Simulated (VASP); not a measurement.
Wanted: the native input for a VASP 6.6.1 run.

```yaml
Task: single point
Functional: PBE
Potentials_or_basis: VASP PAW PBE potentials, release 64 (Ba_sv, S)
Cutoff: 520 eV
k_mesh: 4 × 2 × 2
Occupations: gaussian, width 0.1 eV
Spin: no spin polarisation
Dipole_correction: no
Further_INCAR_settings: ALGO = Normal; EDIFF = 1e-06; NBANDS = 42
```

The structure of BaS lies in POSCAR:

```
BaS
1.0
    4.3657349495      0.0000000000      0.0000000000
    0.0000000000      7.5616747449      0.0000000000
    0.0000000000      0.0000000000      7.9561836453
Ba S
4 4
Direct
    0.5000000000      0.5000000000      0.2500000000
    0.5000000000      0.5000000000      0.7500000000
    0.0000000000      0.0000000000      0.2500000000
    0.0000000000      0.0000000000      0.7500000000
    0.5000000000      0.1666666667      0.0000000000
    0.5000000000      0.1666666667      0.5000000000
    1.0000000000      0.6666666667      0.0000000000
    1.0000000000      0.6666666667      0.5000000000
```

The input as run:

INCAR

```
SYSTEM = BaS
  PREC = Accurate
  ENCUT = 520
  EDIFF = 1E-6
  ISMEAR = 0
  SIGMA = 0.1
  LREAL = .False.
  LASPH = .True.
  NELM = 60
  ALGO = Normal
  ISIF = 2
  LWAVE = .False.
  LCHARG = .False.
  GGA = PE
  NBANDS = 42
```

KPOINTS

```
Automatic mesh
0
Gamma
  4 2 2
  0 0 0
```

Potentials or basis: VASP PAW PBE potentials, release 64 (Ba_sv, S).

Command:

```sh
$ cat potpaw_PBE.64/Ba_sv/POTCAR potpaw_PBE.64/S/POTCAR > POTCAR
$ mpirun -np 1 vasp_std > vasp.out
```

It gave:

The pressure is 0.6 GPa and the band gap on the k mesh is 1.96 eV.

Caveat: spin-orbit coupling is left out, which moves the levels of the heavy elements.

It took 4.8 min on 1 thread of Oxide Virtual Turin-like Processor, with other jobs on the host, peak memory 0.34 GiB.
